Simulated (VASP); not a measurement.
# FeO (Wuestite) in VASP: notebook

Runs on FeO (Wuestite). Level: PBE. Tasks: single point.

Everything below comes from runs of VASP 6.6.1. Logs are shortened: lines on timing, memory, paths and dates and some standing lists are left out, and cuts for length are marked.

### Step 1. The cell of the first run

The typed cell holds 2 atoms: a = 3.047 Å, b = 3.047 Å, c = 3.047 Å, α = 59.99°, β = 59.99°, γ = 59.99°.

### Step 2. Single point, PBE, collinear spin, ferromagnetic start

INCAR reads:

```
PREC     = Accurate       # precision mode
ENCUT    = 520            # plane-wave cutoff, eV
EDIFF    = 1E-6           # SCF threshold, eV
ISMEAR   = 0              # smearing method
SIGMA    = 0.1            # smearing width, eV
LREAL    = False          # projectors in reciprocal space
LASPH    = True           # aspherical terms in the spheres
NELM     = 150            # most SCF steps
ALGO     = Normal         # electronic algorithm
ISIF     = 2              # what is computed and relaxed
LWAVE    = False          # write WAVECAR
LCHARG   = True           # write CHGCAR
ISPIN    = 2              # spin polarisation
MAGMOM   = 3.8 0.35       # initial moments
LORBIT   = 11             # projections on sites
LMAXMIX  = 4              # l up to which the mixer works
GGA      = PE             # functional
LELF     = True           # ELF
LVHAR    = True         
NBANDS   = 18             # bands
```

KPOINTS reads:

```
Automatic mesh
0
Gamma
  18 18 18
```

POSCAR reads:

```
FeO
1.0
    1.5232353771      0.8794403550      2.4880041688
   -1.5232353771      0.8794403550      2.4880041688
    0.0000000000     -1.7588807100      2.4880041688
Fe O
1 1
Direct
    0.0000000000      0.0000000000      0.0000000000
    0.5000000000      0.5000000000      0.5000000000
```

Potentials or basis: VASP PAW PBE potentials, release 64 (Fe, O).

The run is started by

```
$ cat potpaw_PBE.64/Fe/POTCAR potpaw_PBE.64/O/POTCAR > POTCAR
$ mpirun -np 1 vasp_std > vasp.out
```

OUTCAR:

```text
PREC = Accurate
   ENCUT = 520
   EDIFF = 1E-6
   ISMEAR = 0
   LREAL = False
   LASPH = True
   NELM = 150
   ISIF = 2
   ISPIN = 2
   LORBIT = 11
   GGA = PE

 ion  position               nearest neighbor table
   1  0.000  0.000  0.000-   2 2.15   2 2.15   2 2.15   2 2.15   2 2.15   2 2.15
   2  0.500  0.500  0.500-   1 2.15   1 2.15   1 2.15   1 2.15   1 2.15   1 2.15

  LATTYP: Found a trigonal (rhomboedric) cell.
 ALAT       =     3.0469371664
 COS(alpha) =     0.5001530640

  Lattice vectors:

 A1 = (   1.5232353771,   0.8794403550,   2.4880041688)
 A2 = (  -1.5232353771,   0.8794403550,   2.4880041688)
 A3 = (   0.0000000000,  -1.7588807100,   2.4880041688)

Analysis of symmetry for initial positions (statically):
=====================================================================
 Subroutine PRICEL returns:
 Original cell was already a primitive cell.

 Routine SETGRP: Setting up the symmetry group for a
 trigonal (rhombohedral) supercell.

 Subroutine GETGRP returns: Found 12 space group operations
 (whereof 12 operations were pure point group operations)
 out of a pool of 12 trial point group operations.

The static configuration has the point symmetry D_3d.

Analysis of symmetry for dynamics (positions and initial velocities):
=====================================================================
 Subroutine PRICEL returns:
 Original cell was already a primitive cell.

 Routine SETGRP: Setting up the symmetry group for a
 trigonal (rhombohedral) supercell.

 Subroutine GETGRP returns: Found 12 space group operations
 (whereof 12 operations were pure point group operations)
 out of a pool of 12 trial point group operations.

The dynamic configuration has the point symmetry D_3d.

Analysis of structural, dynamic, and magnetic symmetry:
=====================================================================
 Subroutine PRICEL returns:
 Original cell was already a primitive cell.

 Routine SETGRP: Setting up the symmetry group for a
 trigonal (rhombohedral) supercell.

 Subroutine GETGRP returns: Found 12 space group operations
 (whereof 12 operations were pure point group operations)
 out of a pool of 12 trial point group operations.

The overall configuration has the point symmetry D_3d.

 Subroutine INISYM returns: Found 12 space group operations
 (whereof 12 operations are pure point group operations),
 and found     1 'primitive' translations

----------------------------------------------------------------------------------------

                                     Primitive cell

  volume of cell :      19.9975

  direct lattice vectors                    reciprocal lattice vectors
     1.523235377  0.879440355  2.488004169     0.328248679  0.189514463  0.133976196
    -1.523235377  0.879440355  2.488004169    -0.328248679  0.189514463  0.133976196
     0.000000000 -1.758880710  2.488004169     0.000000000 -0.379028926  0.133976196

  length of vectors
     3.046937166  3.046937166  3.046937166     0.402010631  0.402010631  0.402010631

  position of ions in fractional coordinates (direct lattice)
     0.000000000  0.000000000  0.000000000
     0.500000000  0.500000000  0.500000000

  ion indices of the primitive-cell ions
   primitive index   ion index
                 1           1
                 2           2

----------------------------------------------------------------------------------------

 KPOINTS: Automatic mesh

Automatic generation of k-mesh.
 Grid dimensions read from file:
 generate k-points for:   18   18   18

 Generating k-lattice:

  Cartesian coordinates                     Fractional coordinates (reciprocal lattice)
     0.018236038  0.010528581  0.007443122     0.055555556  0.000000000  0.000000000
    -0.018236038  0.010528581  0.007443122     0.000000000  0.055555556  0.000000000
     0.000000000 -0.021057163  0.007443122     0.000000000  0.000000000  0.055555556

  Length of vectors
     0.022333924  0.022333924  0.022333924

  Shift w.r.t. Gamma in fractional coordinates (k-lattice)
     0.000000000  0.000000000  0.000000000

 Subroutine IBZKPT returns following result:
 ===========================================

 Found    580 irreducible k-points:

 Following reciprocal coordinates:
            Coordinates               Weight
  0.000000  0.000000  0.000000      1.000000
  0.055556  0.000000 -0.000000      6.000000
  0.111111  0.000000 -0.000000      6.000000
  0.166667  0.000000 -0.000000      6.000000
  0.222222  0.000000  0.000000      6.000000
  0.277778  0.000000 -0.000000      6.000000
[... 16 lines left out ...]
 -0.277778  0.055556  0.000000     12.000000
 -0.222222  0.055556  0.000000     12.000000
 [... further k-points ...]
   k-points           NKPTS =    580   k-points in BZ     NKDIM =    580   number of bands    NBANDS=     18
   number of dos      NEDOS =    301   number of ions     NIONS =      2
   total plane-waves  NPLWV =  13824
   dimension x,y,z NGX =    24 NGY =   24 NGZ =   24
   dimension x,y,z NGXF=    48 NGYF=   48 NGZF=   48
   ions per type =               1   1
   NGX,Y,Z   is equivalent  to a cutoff of  13.09, 13.09, 13.09 a.u.
   NGXF,Y,Z  is equivalent  to a cutoff of  26.19, 26.19, 26.19 a.u.
 SYSTEM =  unknown system
   PREC   = accura    normal or accurate (medium, high low for compatibility)
   ISTART =      0    job   : 0-new  1-cont  2-samecut
   ICHARG =      2    charge: 1-file 2-atom 10-const
   ISPIN  =      2    spin polarized calculation?
   LNONCOLLINEAR =      F non collinear calculations
   LSORBIT =      F    spin-orbit coupling
   LASPH  =      T    aspherical Exc in radial PAW
   ENCUT  =  520.0 eV  38.22 Ry    6.18 a.u.   5.67  5.67  5.67*2*pi/ulx,y,z
   NELM   =    150;   NELMIN=  2; NELMDL= -5     # of ELM steps
   EDIFF  = 0.1E-05   stopping-criterion for ELM
   LREAL  =      F    real-space projection
   EDIFFG = 0.1E-04   stopping-criterion for IOM
   NSW    =      0    number of steps for IOM
   IBRION =     -1    ionic relax: 0-MD 1-quasi-New 2-CG
   NFREE  =      0    steps in history (QN), initial steepest desc. (CG)
   ISIF   =      2    stress and relaxation
   ISYM   =      2    0-nonsym 1-usesym 2-fastsym
   POTIM  = 0.5000    time-step for ionic-motion
   TEBEG  =    0.0;   TEEND  =   0.0 temperature during run
   PSTRESS=    0.0 pullay stress
   NELECT =      14.0000    total number of electrons
   NUPDOWN=      -1.0000    fix difference up-down
   EMIN   =  10.00;   EMAX   =-10.00  energy-range for DOS
   EFERMI =   0.00;   METHOD = LEGACY
   ISMEAR =     0;   SIGMA  =   0.10  broadening in eV -4-tet -1-fermi 0-gaus
   EFERMI_NEDOS =   21; number of points for ismear=-14 and -15
   IALGO  =     38    algorithm
   IMIX   =      4    mixing-type and parameters
     AMIX     =   0.40;   BMIX     =  1.00
     AMIX_MAG =   1.60;   BMIX_MAG =  1.00
  volume/ion in A,a.u.               =      10.00        67.47
  Fermi-wavevector in a.u.,A,eV,Ry     =   1.453647  2.746994 28.750325  2.113089
  Thomas-Fermi vector in A             =   2.570889
   LORBIT       =     11    0 simple, 1 ext, 2 COOP (PROOUT), +10 PAW based schemes
   GGA     = PE    functional components
   LHFCALC =     F    Hartree Fock is set to
   AEXX    =    0.0000 exact exchange contribution
   IVDW    =     0    specifies the selected vdW correction
   LEPSILON=     F    determine dielectric tensor
   LRPA    =     F    only Hartree local field effects (RPA)
 spin polarized calculation
 Gauss-broadening in eV      SIGMA  =   0.10
  energy-cutoff  :      520.00
  volume of cell :       20.00
 maximum number of plane-waves:       556
   NGX = 11   NGY = 11   NGZ = 11

 number of electron      13.9999998 magnetization       3.9994017

 Free energy of the ion-electron system (eV)
  ---------------------------------------------------
  ext. energy  EPLUGINS =         0.00000000
  ---------------------------------------------------
  free energy    TOTEN  =       -14.93434841 eV

  energy without entropy =      -14.92775742  energy(sigma->0) =      -14.93105291

 E-fermi :   6.2158     XC(G=0): -12.1720

 val. band max:        6.2137553262   @ k =  -0.2222   0.0556   0.0000
 cond. band min:       6.2170411204   @ k =  -0.2222   0.1667   0.0000
 fundamental gap:      0.0032857942
 Fermi energy:         6.2158478814

 spin component 1

 k-point     1 :       0.0000    0.0000    0.0000
  band No.  band energies     occupation
      1     -14.5161      1.00000
      2       2.3421      1.00000
      3       2.3431      1.00000
      4       2.3431      1.00000
      5       2.4151      1.00000
      6       2.4165      1.00000
[... 10 lines left out ...]
     17      26.8806      0.00000
     18      29.9936      0.00000
[... 463 lines left out ...]
 k-point    24 :      -0.2222    0.0556    0.0000
  band No.  band energies     occupation
      1     -13.9885      1.00000
      2      -0.6095      1.00000
      3       0.3271      1.00000
      4       0.5830      1.00000
      5       2.6664      1.00000
      6       2.7728      1.00000
[... 10 lines left out ...]
     17      31.9767      0.00000
     18      33.8925      0.00000

 [... further k-points ...]

 spin component 2

 k-point     1 :       0.0000    0.0000    0.0000
  band No.  band energies     occupation
      1     -13.9833      1.00000
      2       2.9735      1.00000
      3       2.9750      1.00000
      4       2.9750      1.00000
      5       5.4797      1.00000
      6       5.4809      1.00000
[... 10 lines left out ...]
     17      28.4718      0.00000
     18      31.0727      0.00000
[... 463 lines left out ...]
 k-point    24 :      -0.2222    0.0556    0.0000
  band No.  band energies     occupation
      1     -13.4482      1.00000
      2       0.2142      1.00000
      3       1.7900      1.00000
      4       1.8936      1.00000
      5       5.9256      0.99998
      6       5.9270      0.99998
[... 10 lines left out ...]
     17      32.7936      0.00000
     18      34.9028      0.00000

 [... further k-points ...]
[... 5 lines left out ...]
  --------------------------------------------------------------------------------------
  -------------------------------------------------------------------------------------
  Total        0.0095327      0.0095327      0.0072973     -0.0000000     -0.0000000      0.0000000
  in kB        0.7637458      0.7637458      0.5846490     -0.0000000     -0.0000000      0.0000000
  external PRESSURE =       0.7040468 kB  Pullay stress =       0.0000000 kB

 VOLUME and BASIS-vectors are now :
 -----------------------------------------------------------------------------
  energy-cutoff  :      520.00
  volume of cell :       20.00
      direct lattice vectors                 reciprocal lattice vectors
     1.523235377  0.879440355  2.488004169     0.328248679  0.189514463  0.133976196
    -1.523235377  0.879440355  2.488004169    -0.328248679  0.189514463  0.133976196
     0.000000000 -1.758880710  2.488004169     0.000000000 -0.379028926  0.133976196

 POSITION                                       TOTAL-FORCE (eV/Angst)
 -----------------------------------------------------------------------------------
      0.00000      0.00000      0.00000         0.000000      0.000000      0.000000
      0.00000      0.00000      3.73201         0.000000     -0.000000     -0.000000
 -----------------------------------------------------------------------------------
    total drift:                               -0.000000      0.000000     -0.000000

  FREE ENERGIE OF THE ION-ELECTRON SYSTEM (eV)
  ---------------------------------------------------
  free  energy   TOTEN  =       -14.9343484063 eV

  energy  without entropy=      -14.9277574217  energy(sigma->0) =      -14.93105291

 total charge

# of ion       s       p       d       tot
------------------------------------------
    1        0.288   0.359   6.087   6.734
    2        1.556   3.438   0.000   4.995
--------------------------------------------------
tot          1.844   3.798   6.087  11.728

 magnetization (x)

# of ion       s       p       d       tot
------------------------------------------
    1        0.027   0.021   3.570   3.618
    2        0.030   0.272   0.000   0.302
--------------------------------------------------
tot          0.057   0.293   3.570   3.920
```

Wall time 6.2 min (1 thread of AMD EPYC 9R45 (Zen 5), shared host); peak memory 0.37 GiB.

What came out:

```yaml
Free_energy: -14.9343 eV
Pressure: 0.1 GPa
Band_gap_on_the_k_mesh: zero (filled and empty bands overlap)
Net_moment: 4.00 μB per cell
Site_moments: Fe +3.62; O +0.30 μB
Valence_electrons_inside_the_program's_atomic_spheres: Fe 6.73; O 5.00
```

Levels at points of the mesh, in eV from the Fermi level:
Spin up:
```csv
k point,band 7,band 8,band 9,band 10,band 11,band 12
"(0.00, 0.00, 0.00)",-3.80,-3.68,-3.68,0.10,15.47,17.04
"(0.50, 0.00, 0.00)",-2.49,-0.33,-0.33,4.09,8.49,12.56
"(0.50, 0.50, 0.00)",-2.80,-2.79,-2.79,5.30,8.75,10.78
"(0.50, 0.50, 0.50)",-2.49,-0.33,-0.33,4.09,8.48,12.57
```
Spin down:
| k point | band 2 | band 3 | band 4 | band 5 | band 6 | band 7 | band 8 | band 9 |
| --- | --- | --- | --- | --- | --- | --- | --- | --- |
| (0.00, 0.00, 0.00) | -3.24 | -3.24 | -3.24 | -0.74 | -0.73 | -0.73 | 0.19 | 0.19 |
| (0.50, 0.00, 0.00) | -8.00 | -5.15 | -5.15 | 0.39 | 0.39 | 0.60 | 2.79 | 2.79 |
| (0.50, 0.50, 0.00) | -6.88 | -4.42 | -4.42 | -2.11 | 0.73 | 0.73 | 0.74 | 1.14 |
| (0.50, 0.50, 0.50) | -8.00 | -5.15 | -5.15 | 0.39 | 0.39 | 0.60 | 2.79 | 2.79 |

Caveat: a cell with one magnetic atom can't hold antiferromagnetic order, which such compounds often take; semilocal functionals often make such compounds metallic where correlation or magnetic order opens a gap, which also shifts bond lengths. With open d or f shells a metallic result of PBE can be an artefact of self-interaction; +U or a hybrid may open a gap.

(Part 1 of 2 ends here.)
